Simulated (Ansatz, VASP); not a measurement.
One calculation of KTaO3, two programs

Contents of INCAR:

```
ALGO     = Normal         # electronic algorithm
EDIFF    = 1E-8           # SCF threshold, eV
ENCUT    = 520            # plane-wave cutoff, eV
GGA      = PE             # functional
ISIF     = 2              # what is computed and relaxed
ISMEAR   = -1             # smearing method
LASPH    = T              # aspherical terms in the spheres
LCHARG   = F              # write CHGCAR
LEFG     = T            
LREAL    = F              # projectors in reciprocal space
LWAVE    = F              # write WAVECAR
NBANDS   = 27             # bands
NELM     = 60             # most SCF steps
PREC     = Accurate       # precision mode
SIGMA    = 0.01           # smearing width, eV
```

The input KPOINTS:

```
k-points
0
Gamma
  5 5 5
```

Contents of POSCAR:

```
KTaO3
1.0
    4.0665218197      0.0000000000      0.0000000000
    0.0000000000      4.0665218197      0.0000000000
    0.0000000000      0.0000000000      4.0665218197
K Ta O
1 1 3
Direct
    0.5000000000      0.5000000000      0.5000000000
    0.0000000000      0.0000000000      0.0000000000
    0.5000000000      0.0000000000      0.0000000000
    0.0000000000      0.5000000000      0.0000000000
    0.0000000000      0.0000000000      0.5000000000
```

Input for Ansatz:

```yaml
crystal:
  lattice:
    - [4.0665218197, 0.0, 0.0]
    - [0.0, 4.0665218197, 0.0]
    - [0.0, 0.0, 4.0665218197]
  atoms:
    - { symbol: K, position: [0.5, 0.5, 0.5] }
    - { symbol: Ta, position: [0.0, 0.0, 0.0] }
    - { symbol: O, position: [0.5, 0.0, 0.0] }
    - { symbol: O, position: [0.0, 0.5, 0.0] }
    - { symbol: O, position: [0.0, 0.0, 0.5] }
kpoints:
  mp_grid: { grid: [5, 5, 5] }
scf:
  occupations: { method: fermi_dirac, width: 0.01 }
hamiltonian:
  xc: pbe
  pseudopotentials: { kind: all_electron, datasets: crystal }
output:
  forces: true
  stress: true
  eigenvalues: true
  efg: { contact_densities: true }
```

Change from the starting cell: volume scaled by 1.06, crystal datasets.

Alike in both runs: task electric field gradients; functional PBE; k mesh 5 × 5 × 5; occupations fermi-dirac, width 0.01 eV; no spin polarisation.

|  | VASP | Ansatz |
| --- | --- | --- |
| version | VASP 6.6.1 | Ansatz 0.2.0 |
| potentials or method | VASP PAW PBE potentials, release 64 (K_sv, Ta_pv, O), cutoff 520 eV | all-electron PAW with datasets made for the crystal, scalar-relativistic |

Ansatz gave:

| Property | Result |
| --- | --- |
| gap on the k mesh at the Fermi level (eV) | 2.20 |
| pressure (GPa) | -5.3 |
| size of Vzz on the site where it differs most (V/Å²) | 29.0 |

What did VASP give for the same quantities?

gap on the k mesh at the Fermi level (eV): 2.14; pressure (GPa): -5.0; size of Vzz on the site where it differs most (V/Å²): 28.3.

Ansatz ran all-electron here, and VASP with PAW potentials.

Spin-orbit coupling is off throughout.
